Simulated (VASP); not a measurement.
The system is Au.

```
CELL_PARAMETERS angstrom
0.00000 2.03912 2.03912
2.03912 0.00000 2.03912
2.03912 2.03912 0.00000
ATOMIC_POSITIONS crystal
Au 0.00000 0.00000 0.00000
```

| Quantity | Value |
| --- | --- |
| Program | VASP 6.6.1 |
| Task | relaxation of cell and atoms |
| Functional | r2SCAN |
| Potentials or basis | VASP PAW PBE potentials, release 64 (Au) |
| Cutoff | 600 eV |
| k mesh | 13 × 13 × 13 |
| Occupations | fermi-dirac, width 0.1 eV |
| Spin | no spin polarisation |

At the start: pressure 6.0 GPa; volume 16.96 Å³/atom.

Question: Where does the relaxation end?

Answer: Over 3 steps the energy falls by 10.7 meV/atom and the volume is 17.57 Å³/atom (+3.6 %); space group Fm-3m (No. 225, to 0.05 Å).

Step by step:
| step | energy change (eV) | largest force (eV/Å) | pressure (GPa) | volume (Å³) |
| --- | --- | --- | --- | --- |
| 1 | 0.0000 | 0.0000 | 5.95 | 16.96 |
| 2 | 0.0126 | 0.0000 | -7.09 | 18.55 |
| 3 | -0.0107 | 0.0000 | -0.03 | 17.57 |

Final structure:
```yaml
crystal:
  lattice:
    - [0.00000, 2.06342, 2.06342]
    - [2.06342, 0.00000, 2.06342]
    - [2.06342, 2.06342, 0.00000]
  atoms:
    - { symbol: Au, position: [0.00000, 0.00000, 0.00000] }
```

Caveat: the PAW data sets were made with another functional, which shifts forces and pressure a little.
